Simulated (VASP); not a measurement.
# SrCl2 (P-3m1) in VASP: a series of runs, part 2 of 2

VASP 6.6.1.

**3. Single point, PBE**

Contents of INCAR:

```
PREC = Accurate ; ENCUT = 520
EDIFF = 1E-6 ; ISMEAR = 0
SIGMA = 0.01 ; LREAL = False
LASPH = True ; NELM = 80
ALGO = Normal ; ISIF = 2
LWAVE = False ; LCHARG = False
GGA = PE ; NBANDS = 19
```

Contents of KPOINTS:

```
regular mesh
0
Gamma
  6 6 4
```

Contents of POSCAR:

```
SrCl2
1.0
    4.4072489198      0.0000000000      0.0000000000
   -2.2036244599      3.8167895254      0.0000000000
    0.0000000000      0.0000000000      5.5960649295
Sr Cl
1 2
Direct
    0.0000000000      0.0000000000      0.0000000000
    0.3333333333      0.6666666667      0.2486950226
    0.6666666667      0.3333333333      0.7513049774
```

Potentials or basis: VASP PAW PBE potentials, release 64 (Sr_sv, Cl).

Run with:

```sh
$ cat potpaw_PBE.64/Sr_sv/POTCAR potpaw_PBE.64/Cl/POTCAR > POTCAR
$ mpirun -np 1 vasp_std > vasp.out
```

OUTCAR:

```text
PREC = Accurate
   ENCUT = 520
   EDIFF = 1E-6
   ISMEAR = 0
   LREAL = False
   LASPH = True
   NELM = 80
   ISIF = 2
   GGA = PE

 ion  position               nearest neighbor table
   1  0.000  0.000  0.000-   2 2.90   3 2.90   3 2.90   2 2.90   3 2.90   2 2.90
   2  0.333  0.667  0.249-   1 2.90   1 2.90   1 2.90
   3  0.667  0.333  0.751-   1 2.90   1 2.90   1 2.90

  LATTYP: Found a hexagonal cell.
 ALAT       =     4.4072489198
 C/A-ratio  =     1.2697410633

  Lattice vectors:

 A1 = (   4.4072489198,   0.0000000000,   0.0000000000)
 A2 = (  -2.2036244599,   3.8167895254,   0.0000000000)
 A3 = (   0.0000000000,   0.0000000000,   5.5960649295)

Analysis of symmetry for initial positions (statically):
=====================================================================
 Subroutine PRICEL returns:
 Original cell was already a primitive cell.

 Routine SETGRP: Setting up the symmetry group for a
 hexagonal supercell.

[... 162 lines left out ...]
  ext. energy  EPLUGINS =         0.00000000
  ---------------------------------------------------
  free energy    TOTEN  =       -12.59938773 eV

  energy without entropy =      -12.59938773  energy(sigma->0) =      -12.59938773

 E-fermi :  -0.6046     XC(G=0):  -7.7966

 val. band max:       -0.7484504396   @ k =   0.0000   0.0000   0.0000
 cond. band min:       4.4103378769   @ k =   0.0000   0.0000   0.0000
 fundamental gap:      5.1587883165
 Fermi energy:        -0.6046029796

 k-point     1 :       0.0000    0.0000    0.0000
  band No.  band energies     occupation
      1     -33.4157      2.00000
      2     -15.6858      2.00000
      3     -15.3900      2.00000
      4     -15.3900      2.00000
      5     -13.6748      2.00000
      6     -12.9640      2.00000
[... 505 lines left out ...]
      6     -13.1558      2.00000
[... 11 lines left out ...]
     18       8.0237      0.00000
     19       9.2497      0.00000

------------------------ aborting loop because EDIFF is reached ----------------------------------------

  FORCE on cell =-STRESS in cart. coord.  units (eV):
  Direction    XX          YY          ZZ          XY          YZ          ZX
  --------------------------------------------------------------------------------------
  -------------------------------------------------------------------------------------
  Total        0.7525030      0.7525030      0.7696993      0.0000000      0.0000000      0.0000000
  in kB       12.8076742     12.8076742     13.1003579      0.0000000      0.0000000      0.0000000
  external PRESSURE =      12.9052354 kB  Pullay stress =       0.0000000 kB

 VOLUME and BASIS-vectors are now :
 -----------------------------------------------------------------------------
  energy-cutoff  :      520.00
  volume of cell :       94.13
      direct lattice vectors                 reciprocal lattice vectors
     4.407248920  0.000000000  0.000000000     0.226898915  0.131000150  0.000000000
    -2.203624460  3.816789525  0.000000000     0.000000000  0.262000300  0.000000000
     0.000000000  0.000000000  5.596064929     0.000000000  0.000000000  0.178696997

 POSITION                                       TOTAL-FORCE (eV/Angst)
 -----------------------------------------------------------------------------------
      0.00000      0.00000      0.00000         0.000000      0.000000      0.000000
     -0.00000      2.54453      1.39171         0.000000      0.000000      0.024355
      2.20362      1.27226      4.20435        -0.000000      0.000000     -0.024355
 -----------------------------------------------------------------------------------
    total drift:                                0.000000      0.000000     -0.000000

  FREE ENERGIE OF THE ION-ELECTRON SYSTEM (eV)
  ---------------------------------------------------
  free  energy   TOTEN  =       -12.5993877283 eV

  energy  without entropy=      -12.5993877283  energy(sigma->0) =      -12.59938773
```

Wall time 81 s (1 thread of Intel Xeon 8259CL, shared host); peak memory 0.24 GiB.

What came out:

```
Free energy            : -12.5994 eV
Pressure               : 1.3 GPa
Largest force          : 0.024 eV/Å
Band gap on the k mesh : 5.16 eV
```

Forces on the atoms (eV/Å):
```
Sr   0.000  0.000  0.000
Cl   0.000  0.000  0.024
Cl   0.000  0.000 -0.024
```

A k mesh can miss the band edges.

**4. Single point, r2SCAN**

POSCAR is that of step 3.

Contents of INCAR.step1:

```
SYSTEM = SrCl2
PREC = Accurate ; ENCUT = 520
ISMEAR = 0 ; SIGMA = 0.01
LREAL = .FALSE. ; LASPH = .TRUE.
NELM = 60 ; NBANDS = 19
GGA = PE ; ALGO = Normal
EDIFF = 1E-4 ; LWAVE = .TRUE.
LCHARG = .FALSE.
```

Contents of INCAR.step2:

```
SYSTEM = SrCl2
PREC = Accurate ; ENCUT = 520
EDIFF = 1E-6 ; ISMEAR = 0
SIGMA = 0.01 ; LREAL = .FALSE.
LASPH = .TRUE. ; NELM = 60
ALGO = Normal ; ISIF = 2
LWAVE = .FALSE. ; LCHARG = .FALSE.
METAGGA = R2SCAN ; LMIXTAU = .TRUE.
NBANDS = 19 ; ISTART = 1
```

Contents of KPOINTS:

```
Automatic mesh
0
G
  6 6 4
  0 0 0
```

Run with:

```sh
$ cat potpaw_PBE.64/Sr_sv/POTCAR potpaw_PBE.64/Cl/POTCAR > POTCAR
$ cp INCAR.step1 INCAR
$ mpirun -np 1 vasp_std > vasp.out
$ cp INCAR.step2 INCAR
$ mpirun -np 1 vasp_std > vasp.out
```

It took 4.1 min on 1 thread of Intel Xeon 8259CL, shared host; peak memory 0.26 GiB.

It converged, with:

- Free energy: -35.4326 eV
- Pressure: 0.7 GPa
- Largest force: 0.014 eV/Å
- Band gap on the k mesh: 5.79 eV

Forces in eV/Å, atoms in the order of the input:
```
Sr   0.000  0.000  0.000
Cl   0.000  0.000  0.014
Cl   0.000  0.000 -0.014
```

Levels at points of the mesh, in eV from the valence-band top:
| k point | band 9 | band 10 | band 11 | band 12 | band 13 | band 14 | band 15 | band 16 |
| --- | --- | --- | --- | --- | --- | --- | --- | --- |
| (0.00, 0.00, 0.00) | -1.46 | -0.47 | -0.47 | 0.00 | 5.79 | 7.31 | 7.31 | 8.06 |
| (0.50, 0.00, 0.00) | -0.99 | -0.98 | -0.95 | -0.80 | 5.98 | 7.56 | 8.71 | 8.82 |
| (0.00, 0.00, 0.50) | -1.28 | -0.95 | -0.65 | -0.65 | 7.04 | 7.04 | 7.29 | 7.78 |
| (0.50, 0.00, 0.50) | -1.25 | -0.78 | -0.56 | -0.30 | 6.72 | 8.21 | 8.32 | 8.70 |

Caveat: the PAW data sets were made with another functional, which shifts forces and pressure a little. A k mesh can miss the band edges.
